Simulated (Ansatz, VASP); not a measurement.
# Rh in VASP and in Ansatz

```
Rh
1.0
     2.72720    0.00000    0.00000
    -1.36360    2.36183    0.00000
     0.00000    0.00000    4.37541
Rh
2
Cartesian
  0.0000 1.5746 1.0939
  1.3636 0.7873 3.2816
```

Alike in both runs: functional PBE; k mesh 18 × 18 × 10; no spin polarisation.

Ansatz relaxed the structure, and its values are those at the end. VASP's run is a single point on that final structure, the one shown.

|  | VASP | Ansatz |
| --- | --- | --- |
| version | VASP 6.6.1 | Ansatz 0.2.0 |
| potentials or method | VASP PAW PBE potentials, release 64 (Rh_pv), cutoff 520 eV | scalar-relativistic, plane waves, PAW |
| occupations | methfessel-paxton of order 1, width 0.1 eV | cold, width 0.025 eV |
| valence electrons in the cell | 30 | 34 |

```csv
,VASP,Ansatz,Ansatz less VASP
gap on the k mesh at the Fermi level (eV),none,none,-
pressure (GPa),0.1,0.0,-0.05
```

A gap of «none» marks a metal or a gap that the smearing closes. VASP's potentials hold 30 valence electrons a cell and Ansatz's 34, so a difference there can come from the potentials and not from the codes.
